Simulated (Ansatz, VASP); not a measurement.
This is a calculation of K for Ansatz 0.2.0.

File input.yaml:

```yaml
crystal:
  lattice:
    - [-2.7330567785, 2.7330567785, 2.7330567785]
    - [2.7330567785, -2.7330567785, 2.7330567785]
    - [2.7330567785, 2.7330567785, -2.7330567785]
  atoms:
    - { symbol: K, position: [0.0, 0.0, 0.0] }
kpoints:
  mp_grid: { grid: [7, 7, 7] }
scf:
  occupations: { method: fermi_dirac, width: 0.05 }
hamiltonian:
  xc: pbe
  pseudopotentials: { kind: all_electron, lapw: { basis_error: 0.0005 } }
output:
  forces: true
  stress: true
  eigenvalues: true
```

Potentials or basis: all-electron LAPW, scalar-relativistic.

Command:

```sh
$ ansatz run input.yaml --threads 1 --pin off --max-ram 2560MiB --backend cpu --events-out ev --progress --plain --runs-dir out
```

Problem. Set up the same calculation for VASP 6.6.1. Potentials there: VASP PAW PBE potentials, release 64 (K_sv).

Solution. As run (the cutoff follows the program's own potentials):

Contents of INCAR:

```
PREC     = Accurate       # precision mode
ENCUT    = 520            # plane-wave cutoff, eV
EDIFF    = 1E-6           # SCF threshold, eV
ISMEAR   = -1             # smearing method
SIGMA    = 0.05           # smearing width, eV
LREAL    = F              # projectors in reciprocal space
LASPH    = T              # aspherical terms in the spheres
NELM     = 100            # most SCF steps
ALGO     = Normal         # electronic algorithm
ISIF     = 2              # what is computed and relaxed
LWAVE    = F              # write WAVECAR
LCHARG   = F              # write CHGCAR
GGA      = PE             # functional
NBANDS   = 10             # bands
```

File KPOINTS:

```
Automatic mesh
0
Gamma
  7 7 7
```

File POSCAR:

```
K
1.0
   -2.7330567785      2.7330567785      2.7330567785
    2.7330567785     -2.7330567785      2.7330567785
    2.7330567785      2.7330567785     -2.7330567785
K
1
Direct
    0.0000000000      0.0000000000      0.0000000000
```

Potentials or basis: VASP PAW PBE potentials, release 64 (K_sv).

Run with:

```bash
$ cat potpaw_PBE.64/K_sv/POTCAR > POTCAR
$ mpirun -np 1 vasp_std > vasp.out
```

Both were run:

|  | VASP | Ansatz | Ansatz less VASP |
| --- | --- | --- | --- |
| gap on the k mesh at the Fermi level (eV) | none | none | - |
| pressure (GPa) | -0.3 | -0.3 | +0.01 |

A gap of «none» marks a metal or a gap that the smearing closes. Ansatz ran all-electron here, and VASP with PAW potentials.
